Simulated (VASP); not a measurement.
A run of VASP 6.6.1 is set up as follows.

The input INCAR:

```
PREC = Accurate
ENCUT = 500
EDIFF = 1E-6
ISMEAR = 0
SIGMA = 0.1
LREAL = F
LASPH = T
NELM = 120
ALGO = Normal
ISIF = 2
LWAVE = F
LCHARG = F
GGA = PE
NBANDS = 78
GGA_COMPAT = F
```

Contents of KPOINTS:

```
regular mesh
0
Gamma
  8 8 8
```

File POSCAR:

```
Cd5S
1.0
   -2.9295396953      2.9295396953      8.4412421455
    2.9295396953     -2.9295396953      8.4412421455
    2.9295396953      2.9295396953     -8.4412421455
Cd S
10 2
Direct
    0.3115074531      0.4515312905      0.5000000000
    0.6884925469      0.5484687095      0.5000000000
    0.1884925469      0.6884925469      0.1400238374
    0.8115074531      0.3115074531      0.8599761626
    0.9515312905      0.8115074531      0.5000000000
    0.0484687095      0.1884925469      0.5000000000
    0.4515312905      0.9515312905      0.1400238374
    0.5484687095      0.0484687095      0.8599761626
    0.0000000000      0.0000000000      0.0000000000
    0.5000000000      0.5000000000      0.0000000000
    0.7500000000      0.7500000000      0.0000000000
    0.2500000000      0.2500000000      0.0000000000
```

Potentials or basis: VASP PAW PBE potentials, release 64 (Cd, S).

Run with:

```bash
$ cat potpaw_PBE.64/Cd/POTCAR potpaw_PBE.64/S/POTCAR > POTCAR
$ mpirun -np 1 vasp_std > vasp.out
```

Q: Estimate the band gap on the k mesh.

A: Zero (bands 66 and 67 overlap by 1.24 eV).

Q: Estimate the largest force.

A: 0.004 eV/Å.

Forces on the atoms (eV/Å):
```
Cd   0.001 -0.001 -0.003
Cd  -0.001  0.001  0.003
Cd   0.001  0.001  0.003
Cd  -0.001 -0.001 -0.003
Cd  -0.001  0.001 -0.003
Cd   0.001 -0.001  0.003
Cd   0.001  0.001 -0.003
Cd  -0.001 -0.001  0.003
Cd   0.000  0.000  0.000
Cd   0.000  0.000  0.000
S    0.000  0.000  0.000
S    0.000  0.000  0.000
```
